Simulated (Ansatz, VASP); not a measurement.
## One calculation of AlAs, two programs

```
Al As
1.0
     0.00000    2.80210    2.83040
     2.80210    0.00000    2.83040
     2.80210    2.80210    0.00000
Al As
1 1
Direct
  0.00000 0.00000 0.00000
  0.75000 0.75000 0.75000
```

Change from the starting cell: equal xx and yy strain of -1 %, crystal datasets.

Alike in both runs: task electric field gradients; functional PBEsol; k mesh 11 × 11 × 11; occupations fermi-dirac, width 0.05 eV; no spin polarisation.

```csv
,VASP,Ansatz
version,VASP 6.6.1,Ansatz 0.2.0
potentials or method,"VASP PAW PBE potentials, release 64 (Al, As), cutoff 400 eV","all-electron PAW with datasets made for the crystal, scalar-relativistic"
```

VASP gave:

```
pressure (GPa)                                                : 2.4
traceless stress, the component that is largest in VASP (GPa) : -0.36
size of Vzz on the site where it differs most (V/Å²)          : 2.5
```

**Question.** Estimate Ansatz's values.

**Answer.** Pressure (GPa): 2.1; traceless stress, the component that is largest in VASP (GPa): -0.36; size of Vzz on the site where it differs most (V/Å²): 2.7.

VASP's potentials were made for PBE, not for PBEsol. Ansatz ran all-electron here, and VASP with PAW potentials.
